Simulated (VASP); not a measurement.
# Pd in VASP: single point with PBE

Aim: the single point of Pd with PBE.

Everything below comes from runs of VASP 6.6.1. Logs are shortened: lines on timing, memory, paths and dates and some standing lists are left out, and cuts for length are marked.

## 1. The cell of the first run

The cell holds a slab with vacuum, 3 atoms: a = 2.788 Å, b = 2.788 Å, c = 18.942 Å, α = 90.00°, β = 90.00°, γ = 90.00°.

## 2. Single point, PBE

INCAR

```
PREC     = Accurate       # precision mode
ENCUT    = 520            # plane-wave cutoff, eV
EDIFF    = 1E-7           # SCF threshold, eV
ISMEAR   = 0              # smearing method
SIGMA    = 0.1            # smearing width, eV
LREAL    = F              # projectors in reciprocal space
LASPH    = T              # aspherical terms in the spheres
NELM     = 100            # most SCF steps
ALGO     = Normal         # electronic algorithm
ISIF     = 2              # what is computed and relaxed
LWAVE    = F              # write WAVECAR
LCHARG   = F              # write CHGCAR
LDIPOL   = T            
IDIPOL   = 3            
DIPOL    = 0.5 0.5 0.500
GGA      = PE             # functional
NBANDS   = 22             # bands
```

KPOINTS

```
regular mesh
0
Gamma
  12 12 1
```

POSCAR

```
Pd
1.0
    2.7876806225      0.0000000000      0.0000000000
    0.0000000000      2.7876806225      0.0000000000
    0.0000000000      0.0000000000     18.9423757439
Pd
3
Direct
    0.5000000000      0.5000000000      0.3959376639
    0.0000000000      0.0000000000      0.5000000000
    0.5000000000      0.5000000000      0.6040623361
```

Potentials or basis: VASP PAW PBE potentials, release 64 (Pd).

Launch:

```bash
$ cat potpaw_PBE.64/Pd/POTCAR > POTCAR
$ mpirun -np 1 vasp_std > vasp.out
```

OUTCAR:

```text
PREC = Accurate
   ENCUT = 520
   EDIFF = 1E-7
   ISMEAR = 0
   LREAL = F
   LASPH = T
   NELM = 100
   ISIF = 2
   GGA = PE

 ion  position               nearest neighbor table
   1  0.500  0.500  0.396-   2 2.79   2 2.79   2 2.79   2 2.79
   2  0.000  0.000  0.500-   1 2.79   3 2.79   1 2.79   3 2.79   1 2.79   3 2.79   1 2.79   3 2.79

   3  0.500  0.500  0.604-   2 2.79   2 2.79   2 2.79   2 2.79

  LATTYP: Found a simple tetragonal cell.
 ALAT       =     2.7876806225
 C/A-ratio  =     6.7950308192

  Lattice vectors:

 A1 = (   2.7876806225,   0.0000000000,   0.0000000000)
 A2 = (   0.0000000000,   2.7876806225,   0.0000000000)
 A3 = (   0.0000000000,   0.0000000000,  18.9423757439)

Analysis of symmetry for initial positions (statically):
=====================================================================
 Subroutine PRICEL returns:
 Original cell was already a primitive cell.

 Routine SETGRP: Setting up the symmetry group for a
 simple tetragonal supercell.

 Subroutine GETGRP returns: Found 16 space group operations
 (whereof 16 operations were pure point group operations)
 out of a pool of 16 trial point group operations.

The static configuration has the point symmetry D_4h.

Analysis of symmetry for dynamics (positions and initial velocities):
=====================================================================
 Subroutine PRICEL returns:
 Original cell was already a primitive cell.

 Routine SETGRP: Setting up the symmetry group for a
 simple tetragonal supercell.

 Subroutine GETGRP returns: Found 16 space group operations
 (whereof 16 operations were pure point group operations)
 out of a pool of 16 trial point group operations.

The dynamic configuration has the point symmetry D_4h.

 Subroutine INISYM returns: Found 16 space group operations
 (whereof 16 operations are pure point group operations),
 and found     1 'primitive' translations

----------------------------------------------------------------------------------------

                                     Primitive cell

  volume of cell :     147.2043

  direct lattice vectors                    reciprocal lattice vectors
     2.787680622  0.000000000  0.000000000     0.358721150  0.000000000  0.000000000
     0.000000000  2.787680622  0.000000000     0.000000000  0.358721150  0.000000000
     0.000000000  0.000000000 18.942375744     0.000000000  0.000000000  0.052791689

  length of vectors
     2.787680622  2.787680622 18.942375744     0.358721150  0.358721150  0.052791689

  position of ions in fractional coordinates (direct lattice)
     0.500000000  0.500000000  0.395937664
     0.000000000  0.000000000  0.500000000
     0.500000000  0.500000000  0.604062336

  ion indices of the primitive-cell ions
   primitive index   ion index
                 1           1
                 2           2
                 3           3

----------------------------------------------------------------------------------------

 KPOINTS: regular mesh

Automatic generation of k-mesh.
 Grid dimensions read from file:
 generate k-points for:   12   12    1

 Generating k-lattice:

  Cartesian coordinates                     Fractional coordinates (reciprocal lattice)
     0.029893429  0.000000000  0.000000000     0.083333333  0.000000000  0.000000000
     0.000000000  0.029893429  0.000000000     0.000000000  0.083333333  0.000000000
     0.000000000  0.000000000  0.052791689     0.000000000  0.000000000  1.000000000

  Length of vectors
     0.029893429  0.029893429  0.052791689

  Shift w.r.t. Gamma in fractional coordinates (k-lattice)
     0.000000000  0.000000000  0.000000000

 Subroutine IBZKPT returns following result:
 ===========================================

 Found     28 irreducible k-points:

 Following reciprocal coordinates:
            Coordinates               Weight
  0.000000  0.000000  0.000000      1.000000
  0.083333  0.000000  0.000000      4.000000
  0.166667  0.000000  0.000000      4.000000
  0.250000  0.000000  0.000000      4.000000
  0.333333  0.000000  0.000000      4.000000
  0.416667  0.000000  0.000000      4.000000
[... 16 lines left out ...]
  0.333333  0.333333  0.000000      4.000000
  0.416667  0.333333  0.000000      8.000000
 [... further k-points ...]
   k-points           NKPTS =     28   k-points in BZ     NKDIM =     28   number of bands    NBANDS=     22
   number of dos      NEDOS =    301   number of ions     NIONS =      3
   total plane-waves  NPLWV =  82944
   dimension x,y,z NGX =    24 NGY =   24 NGZ =  144
   dimension x,y,z NGXF=    48 NGYF=   48 NGZF=  288
   ions per type =               3
   NGX,Y,Z   is equivalent  to a cutoff of  14.31, 14.31, 12.64 a.u.
   NGXF,Y,Z  is equivalent  to a cutoff of  28.63, 28.63, 25.28 a.u.
 SYSTEM =  unknown system
   PREC   = accura    normal or accurate (medium, high low for compatibility)
   ISTART =      0    job   : 0-new  1-cont  2-samecut
   ICHARG =      2    charge: 1-file 2-atom 10-const
   ISPIN  =      1    spin polarized calculation?
   LNONCOLLINEAR =      F non collinear calculations
   LSORBIT =      F    spin-orbit coupling
   LASPH  =      T    aspherical Exc in radial PAW
   ENCUT  =  520.0 eV  38.22 Ry    6.18 a.u.   5.18  5.18 35.22*2*pi/ulx,y,z
   NELM   =    100;   NELMIN=  2; NELMDL= -5     # of ELM steps
   EDIFF  = 0.1E-06   stopping-criterion for ELM
   LREAL  =      F    real-space projection
   EDIFFG = 0.1E-05   stopping-criterion for IOM
   NSW    =      0    number of steps for IOM
   IBRION =     -1    ionic relax: 0-MD 1-quasi-New 2-CG
   NFREE  =      0    steps in history (QN), initial steepest desc. (CG)
   ISIF   =      2    stress and relaxation
   ISYM   =      2    0-nonsym 1-usesym 2-fastsym
   POTIM  = 0.5000    time-step for ionic-motion
   TEBEG  =    0.0;   TEEND  =   0.0 temperature during run
   PSTRESS=    0.0 pullay stress
   NELECT =      30.0000    total number of electrons
   NUPDOWN=      -1.0000    fix difference up-down
   EMIN   =  10.00;   EMAX   =-10.00  energy-range for DOS
   EFERMI =   0.00;   METHOD = LEGACY
   ISMEAR =     0;   SIGMA  =   0.10  broadening in eV -4-tet -1-fermi 0-gaus
   EFERMI_NEDOS =   21; number of points for ismear=-14 and -15
   IALGO  =     38    algorithm
   IMIX   =      4    mixing-type and parameters
     AMIX     =   0.40;   BMIX     =  1.00
     AMIX_MAG =   1.60;   BMIX_MAG =  1.00
  volume/ion in A,a.u.               =      49.07       331.13
  Fermi-wavevector in a.u.,A,eV,Ry     =   0.963404  1.820569 12.628209  0.928147
  Thomas-Fermi vector in A             =   2.092946
   LORBIT       =      0    0 simple, 1 ext, 2 COOP (PROOUT), +10 PAW based schemes
   GGA     = PE    functional components
   LHFCALC =     F    Hartree Fock is set to
   AEXX    =    0.0000 exact exchange contribution
   IVDW    =     0    specifies the selected vdW correction
   LEPSILON=     F    determine dielectric tensor
   LRPA    =     F    only Hartree local field effects (RPA)
 non-spin polarized calculation
 Gauss-broadening in eV      SIGMA  =   0.10
  energy-cutoff  :      520.00
  volume of cell :      147.20
 maximum number of plane-waves:      4000
 NGX is ok and might be reduce to    24
   NGX = 11   NGY = 11   NGZ = 71

 dipolmoment           0.000000      0.000000     -0.000000 electrons x Angstroem

 number of electron      30.0000009 magnetization

 dipolmoment           0.000000      0.000000      0.000000 electrons x Angstroem

 Free energy of the ion-electron system (eV)
  ---------------------------------------------------
  ext. energy  EPLUGINS =         0.00000000
  ---------------------------------------------------
  free energy    TOTEN  =       -14.17712831 eV

  energy without entropy =      -14.13673016  energy(sigma->0) =      -14.15692923

 E-fermi :  -0.6538     XC(G=0):  -4.9929

 val. band max:       -0.6560579829   @ k =   0.1667   0.1667   0.0000
 cond. band min:      -0.6260422189   @ k =   0.0000   0.0000   0.0000
 fundamental gap:      0.0300157639
 Fermi energy:        -0.6538101533

 k-point     1 :       0.0000    0.0000    0.0000
  band No.  band energies     occupation
      1      -6.4621      2.00000
      2      -5.1019      2.00000
      3      -4.9747      2.00000
      4      -4.7706      2.00000
      5      -4.1310      2.00000
      6      -3.4407      2.00000
[... 14 lines left out ...]
     21       4.9222      0.00000
     22       5.7680      0.00000

 k-point     2 :       0.0833    0.0000    0.0000
  band No.  band energies     occupation
      1      -6.3108      2.00000
      2      -5.0111      2.00000
      3      -4.8741      2.00000
      4      -4.6566      2.00000
      5      -4.0550      2.00000
      6      -3.3723      2.00000
[... 14 lines left out ...]
     21       5.0872      0.00000
     22       5.8970      0.00000

 k-point     3 :       0.1667    0.0000    0.0000
  band No.  band energies     occupation
      1      -5.9018      2.00000
      2      -4.8479      2.00000
      3      -4.5290      2.00000
      4      -4.5060      2.00000
      5      -3.6554      2.00000
      6      -3.1736      2.00000
[... 14 lines left out ...]
     21       5.5778      0.00000
     22       6.2811      0.00000
[... 476 lines left out ...]
 k-point    23 :       0.3333    0.3333    0.0000
  band No.  band energies     occupation
      1      -4.5037      2.00000
      2      -4.3824      2.00000
      3      -4.3567      2.00000
      4      -4.3178      2.00000
      5      -3.5203      2.00000
      6      -3.1757      2.00000
[... 14 lines left out ...]
     21       8.4961      0.00000
     22       9.2920      0.00000

 k-point    24 :       0.4167    0.3333    0.0000
  band No.  band energies     occupation
      1      -4.6752      2.00000
      2      -4.5638      2.00000
      3      -4.5429      2.00000
      4      -4.4238      2.00000
      5      -3.7515      2.00000
      6      -3.3405      2.00000
[... 14 lines left out ...]
     21       8.7704      0.00000
     22       9.6623      0.00000

 [... further k-points ...]

------------------------ aborting loop because EDIFF is reached ----------------------------------------

 vacuum level on the upper side and lower side of the slab       (xc-potential included)        -0.065        -0.065

  FORCE on cell =-STRESS in cart. coord.  units (eV):
  Direction    XX          YY          ZZ          XY          YZ          ZX
  --------------------------------------------------------------------------------------
  -------------------------------------------------------------------------------------
  Total       -2.4760266     -2.4760266     -0.6973769      0.0000000      0.0000000     -0.0000000
  in kB      -26.9491709    -26.9491709     -7.5902778      0.0000000      0.0000000     -0.0000000
  external PRESSURE =     -20.4962065 kB  Pullay stress =       0.0000000 kB

 VOLUME and BASIS-vectors are now :
 -----------------------------------------------------------------------------
  energy-cutoff  :      520.00
  volume of cell :      147.20
      direct lattice vectors                 reciprocal lattice vectors
     2.787680622  0.000000000  0.000000000     0.358721150  0.000000000  0.000000000
     0.000000000  2.787680622  0.000000000     0.000000000  0.358721150  0.000000000
     0.000000000  0.000000000 18.942375744     0.000000000  0.000000000  0.052791689

 POSITION                                       TOTAL-FORCE (eV/Angst)
 -----------------------------------------------------------------------------------
      1.39384      1.39384      7.50000        -0.000000     -0.000000      0.170707
      0.00000      0.00000      9.47119         0.000000     -0.000000      0.000000
      1.39384      1.39384     11.44238         0.000000      0.000000     -0.170707
 -----------------------------------------------------------------------------------
    total drift:                                0.000000      0.000000      0.000000

  FREE ENERGIE OF THE ION-ELECTRON SYSTEM (eV)
  ---------------------------------------------------
  free  energy   TOTEN  =       -14.1771283114 eV

  energy  without entropy=      -14.1367301556  energy(sigma->0) =      -14.15692923

 vacuum level on the upper side and lower side of the slab         4.404         4.404
```

It took 2.6 min on 1 thread of Intel Xeon 8259CL, shared host; peak memory 0.3 GiB.

What came out:

```
Free energy            : -14.1771 eV
Largest force          : 0.171 eV/Å
Band gap on the k mesh : zero (bands 15 and 16 overlap by 0.74 eV)
```

Forces on the atoms (eV/Å):
```
Pd   0.000  0.000  0.171
Pd   0.000  0.000  0.000
Pd   0.000  0.000 -0.171
```

Levels at points of the mesh, in eV from the Fermi level:
```tsv
k point	band 13	band 14	band 15	band 16	band 17	band 18
(0.00, 0.00, 0.00)	-0.79	-0.27	0.03	0.07	0.07	0.67
(0.50, 0.00, 0.00)	-0.26	-0.25	-0.04	1.84	2.23	2.37
(0.50, 0.50, 0.00)	0.36	0.58	0.58	4.84	4.84	7.83
```
